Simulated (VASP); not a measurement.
Wanted: the native input for a VASP 6.6.1 run.

- Task: single point
- Functional: PBE
- Potentials or basis: VASP PAW PBE potentials, release 64 (K_sv, S)
- Cutoff: 500 eV
- k mesh: 6 × 6 × 6
- Occupations: gaussian, width 0.01 eV
- Spin: no spin polarisation
- Dipole correction: no
- Further INCAR settings: ALGO = Normal; EDIFF = 1e-06; NBANDS = 19

The structure of K2S lies in POSCAR:

```
K2S
1.0
    0.0000000000      3.7027186839      3.7027186839
    3.7027186839      0.0000000000      3.7027186839
    3.7027186839      3.7027186839      0.0000000000
K S
2 1
Direct
    0.2500000000      0.2500000000      0.2500000000
    0.7500000000      0.7500000000      0.7500000000
    0.0000000000      0.0000000000      0.0000000000
```

These files were run (other wordings do the same):

INCAR

```
SYSTEM = K2S
  PREC = Accurate
  ENCUT = 500
  EDIFF = 1E-6
  ISMEAR = 0
  SIGMA = 0.01
  LREAL = .FALSE.
  LASPH = .TRUE.
  NELM = 120
  ALGO = Normal
  ISIF = 2
  LWAVE = .FALSE.
  LCHARG = .FALSE.
  GGA = PE
  NBANDS = 19
  GGA_COMPAT = .FALSE.
```

KPOINTS

```
regular mesh
0
G
  6 6 6
  0 0 0
```

Potentials or basis: VASP PAW PBE potentials, release 64 (K_sv, S).

Command:

```bash
$ cat potpaw_PBE.64/K_sv/POTCAR potpaw_PBE.64/S/POTCAR > POTCAR
$ mpirun -np 1 vasp_std > vasp.out
```

Results of the run:

```json
{
 "Pressure": "0.5 GPa",
 "Band gap on the k mesh": "2.38 eV, indirect (least direct gap 2.57 eV)"
}
```

Wall time 25 s on 1 thread of AMD EPYC 9R45 96-Core Processor (Zen 5) (shared host), peak memory 0.2 GiB.
